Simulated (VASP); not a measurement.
# Mg4Cd (P-43m) in VASP: further runs

The runs below take Mg4Cd through single point, relaxation of cell and atoms, with PBE.

Program: VASP 6.6.1. These are calculated values, not measurements. Logs are shortened: lines on timing, memory, paths and dates and some standing lists are left out, and cuts for length are marked.

## Step 1: The cell of the first run

It takes space group P-43m (No. 215, cubic). Conventional cell: a = 5.231 Å, b = 5.231 Å, c = 5.231 Å, α = 90.00°, β = 90.00°, γ = 90.00°. Within 3.5 Å of Mg (site symmetry 3m) lie 1 Cd at 2.69 Å and 3 Mg at 3.00 Å. Within 3.5 Å of Cd (site symmetry -43m) lie 4 Mg at 2.69 Å.

## Step 2: Single point, PBE

INCAR

```
PREC = Accurate
ENCUT = 520
EDIFF = 1E-6
ISMEAR = 0
SIGMA = 0.1
LREAL = F
LASPH = T
NELM = 100
ALGO = Normal
ISIF = 2
LWAVE = F
LCHARG = F
GGA = PE
NBANDS = 18
```

KPOINTS

```
regular mesh
0
Gamma
  8 8 8
```

POSCAR

```
Mg4Cd
1.0
    5.2309797096      0.0000000000      0.0000000000
    0.0000000000      5.2309797096      0.0000000000
    0.0000000000      0.0000000000      5.2309797096
Mg Cd
4 1
Direct
    0.2971510473      0.2971510473      0.2971510473
    0.7028489527      0.7028489527      0.2971510473
    0.2971510473      0.7028489527      0.7028489527
    0.7028489527      0.2971510473      0.7028489527
    0.0000000000      0.0000000000      0.0000000000
```

Potentials or basis: VASP PAW PBE potentials, release 64 (Mg, Cd).

On the command line:

```sh
$ cat potpaw_PBE.64/Mg/POTCAR potpaw_PBE.64/Cd/POTCAR > POTCAR
$ mpirun -np 1 vasp_std > vasp.out
```

OUTCAR:

```text
PREC = Accurate
   ENCUT = 520
   EDIFF = 1E-6
   ISMEAR = 0
   LREAL = F
   LASPH = T
   NELM = 100
   ISIF = 2
   GGA = PE

 ion  position               nearest neighbor table
   1  0.297  0.297  0.297-   5 2.69   3 3.00   4 3.00   2 3.00
   2  0.703  0.703  0.297-   5 2.69   3 3.00   4 3.00   1 3.00
   3  0.297  0.703  0.703-   5 2.69   2 3.00   4 3.00   1 3.00
   4  0.703  0.297  0.703-   5 2.69   2 3.00   3 3.00   1 3.00
   5  0.000  0.000  0.000-   1 2.69   2 2.69   3 2.69   4 2.69

  LATTYP: Found a simple cubic cell.
 ALAT       =     5.2309797096

  Lattice vectors:

 A1 = (   5.2309797096,   0.0000000000,   0.0000000000)
 A2 = (   0.0000000000,   5.2309797096,   0.0000000000)
 A3 = (   0.0000000000,   0.0000000000,   5.2309797096)

Analysis of symmetry for initial positions (statically):
=====================================================================
 Subroutine PRICEL returns:
 Original cell was already a primitive cell.

 Routine SETGRP: Setting up the symmetry group for a
 simple cubic supercell.

 Subroutine GETGRP returns: Found 24 space group operations
 (whereof 24 operations were pure point group operations)
 out of a pool of 48 trial point group operations.

The static configuration has the point symmetry T_d .

Analysis of symmetry for dynamics (positions and initial velocities):
=====================================================================
 Subroutine PRICEL returns:
 Original cell was already a primitive cell.

 Routine SETGRP: Setting up the symmetry group for a
 simple cubic supercell.

 Subroutine GETGRP returns: Found 24 space group operations
 (whereof 24 operations were pure point group operations)
 out of a pool of 48 trial point group operations.

The dynamic configuration has the point symmetry T_d .

 Subroutine INISYM returns: Found 24 space group operations
 (whereof 24 operations are pure point group operations),
 and found     1 'primitive' translations

----------------------------------------------------------------------------------------

                                     Primitive cell

  volume of cell :     143.1361

  direct lattice vectors                    reciprocal lattice vectors
     5.230979710  0.000000000  0.000000000     0.191168778  0.000000000  0.000000000
     0.000000000  5.230979710  0.000000000     0.000000000  0.191168778  0.000000000
[... 92 lines left out ...]
   LREAL  =      F    real-space projection
   EDIFFG = 0.1E-04   stopping-criterion for IOM
   NSW    =      0    number of steps for IOM
   IBRION =     -1    ionic relax: 0-MD 1-quasi-New 2-CG
   NFREE  =      0    steps in history (QN), initial steepest desc. (CG)
   ISIF   =      2    stress and relaxation
   ISYM   =      2    0-nonsym 1-usesym 2-fastsym
   POTIM  = 0.5000    time-step for ionic-motion
   TEBEG  =    0.0;   TEEND  =   0.0 temperature during run
   PSTRESS=    0.0 pullay stress
   NELECT =      20.0000    total number of electrons
   NUPDOWN=      -1.0000    fix difference up-down
   EMIN   =  10.00;   EMAX   =-10.00  energy-range for DOS
   EFERMI =   0.00;   METHOD = LEGACY
   ISMEAR =     0;   SIGMA  =   0.10  broadening in eV -4-tet -1-fermi 0-gaus
   EFERMI_NEDOS =   21; number of points for ismear=-14 and -15
   IALGO  =     38    algorithm
   IMIX   =      4    mixing-type and parameters
     AMIX     =   0.40;   BMIX     =  1.00
     AMIX_MAG =   1.60;   BMIX_MAG =  1.00
  volume/ion in A,a.u.               =      28.63       193.19
  Fermi-wavevector in a.u.,A,eV,Ry     =   0.849510  1.605341  9.818877  0.721667
  Thomas-Fermi vector in A             =   1.965342
   LORBIT       =      0    0 simple, 1 ext, 2 COOP (PROOUT), +10 PAW based schemes
   GGA     = PE    functional components
   LHFCALC =     F    Hartree Fock is set to
   AEXX    =    0.0000 exact exchange contribution
   IVDW    =     0    specifies the selected vdW correction
   LEPSILON=     F    determine dielectric tensor
   LRPA    =     F    only Hartree local field effects (RPA)
 non-spin polarized calculation
 Gauss-broadening in eV      SIGMA  =   0.10
  energy-cutoff  :      520.00
  volume of cell :      143.14
 maximum number of plane-waves:      3900
 NGX is ok and might be reduce to    40
   NGX = 19   NGY = 19   NGZ = 19

 number of electron      20.0000013 magnetization

 Free energy of the ion-electron system (eV)
  ---------------------------------------------------
  ext. energy  EPLUGINS =         0.00000000
  ---------------------------------------------------
  free energy    TOTEN  =        -5.12170686 eV

  energy without entropy =       -5.11252063  energy(sigma->0) =       -5.11711374

 E-fermi :   1.3829     XC(G=0):  -8.0987

 val. band max:        1.3680871613   @ k =   0.2500   0.2500   0.0000
 cond. band min:       1.3960380705   @ k =   0.5000   0.1250   0.1250
 fundamental gap:      0.0279509092
 Fermi energy:         1.3828500224

 k-point     1 :       0.0000    0.0000    0.0000
  band No.  band energies     occupation
      1      -7.5441      2.00000
      2      -7.5441      2.00000
      3      -7.5441      2.00000
      4      -7.4801      2.00000
      5      -7.4801      2.00000
      6      -4.9001      2.00000
[... 481 lines left out ...]
      5      -7.4459      2.00000
      6      -3.0246      2.00000
[... 10 lines left out ...]
     17       5.7933      0.00000
     18       6.9032      0.00000

 [... further k-points ...]

------------------------ aborting loop because EDIFF is reached ----------------------------------------

  FORCE on cell =-STRESS in cart. coord.  units (eV):
  Direction    XX          YY          ZZ          XY          YZ          ZX
  --------------------------------------------------------------------------------------
  -------------------------------------------------------------------------------------
  Total       -0.0377108     -0.0377108     -0.0377108      0.0000000      0.0000000      0.0000000
  in kB       -0.4221114     -0.4221114     -0.4221114      0.0000000      0.0000000      0.0000000
  external PRESSURE =      -0.4221114 kB  Pullay stress =       0.0000000 kB

 VOLUME and BASIS-vectors are now :
 -----------------------------------------------------------------------------
  energy-cutoff  :      520.00
  volume of cell :      143.14
      direct lattice vectors                 reciprocal lattice vectors
     5.230979710  0.000000000  0.000000000     0.191168778  0.000000000  0.000000000
     0.000000000  5.230979710  0.000000000     0.000000000  0.191168778  0.000000000
     0.000000000  0.000000000  5.230979710     0.000000000  0.000000000  0.191168778

 POSITION                                       TOTAL-FORCE (eV/Angst)
 -----------------------------------------------------------------------------------
      1.55439      1.55439      1.55439         0.004420      0.004420      0.004420
      3.67659      3.67659      1.55439        -0.004420     -0.004420      0.004420
      1.55439      3.67659      3.67659         0.004420     -0.004420     -0.004420
      3.67659      1.55439      3.67659        -0.004420      0.004420     -0.004420
      0.00000      0.00000      0.00000         0.000000     -0.000000     -0.000000
 -----------------------------------------------------------------------------------
    total drift:                                0.000000      0.000000      0.000000

  FREE ENERGIE OF THE ION-ELECTRON SYSTEM (eV)
  ---------------------------------------------------
  free  energy   TOTEN  =        -5.1217068560 eV

  energy  without entropy=       -5.1125206334  energy(sigma->0) =       -5.11711374
```

OSZICAR:

```text
N       E                     dE             d eps       ncg     rms          rms(c)
DAV:   1     0.769727031123E+02    0.76973E+02   -0.75562E+03  1260   0.873E+02
DAV:   2    -0.182603630913E+01   -0.78799E+02   -0.75569E+02  1382   0.185E+02
DAV:   3    -0.523117228895E+01   -0.34051E+01   -0.33909E+01  1624   0.358E+01
DAV:   4    -0.524523220181E+01   -0.14060E-01   -0.14050E-01  1500   0.245E+00
DAV:   5    -0.524532614854E+01   -0.93947E-04   -0.93946E-04  1538   0.195E-01    0.225E+00
DAV:   6    -0.514100382425E+01    0.10432E+00   -0.32307E-01  1470   0.444E+00    0.150E+00
DAV:   7    -0.512647703623E+01    0.14527E-01   -0.26679E-02  1456   0.861E-01    0.847E-01
DAV:   8    -0.512172916738E+01    0.47479E-02   -0.10399E-02  1414   0.486E-01    0.656E-02
DAV:   9    -0.512171081302E+01    0.18354E-04   -0.47487E-04  1484   0.112E-01    0.259E-02
DAV:  10    -0.512170636770E+01    0.44453E-05   -0.58181E-05  1456   0.403E-02    0.708E-03
DAV:  11    -0.512170685597E+01   -0.48828E-06   -0.32391E-06  1422   0.705E-03
   1 F= -.51217069E+01 E0= -.51171137E+01  d E =-.918622E-02
```

Wall time 45 s (1 thread of Intel Xeon Platinum 8488C (Sapphire Rapids), shared host); peak memory 0.29 GiB.

Results:

```yaml
Free_energy: -5.1217 eV
Pressure: 0.0 GPa
Largest_force: 0.008 eV/Å
Band_gap_on_the_k_mesh: zero (band 10 reaches 2.63 eV, above the bottom of band 11 at -0.05 eV)
```

Forces in eV/Å, atoms in the order of the input:
```
Mg   0.004  0.004  0.004
Mg  -0.004 -0.004  0.004
Mg   0.004 -0.004 -0.004
Mg  -0.004  0.004 -0.004
Cd   0.000  0.000  0.000
```

(Continued in part 2 of 3.)
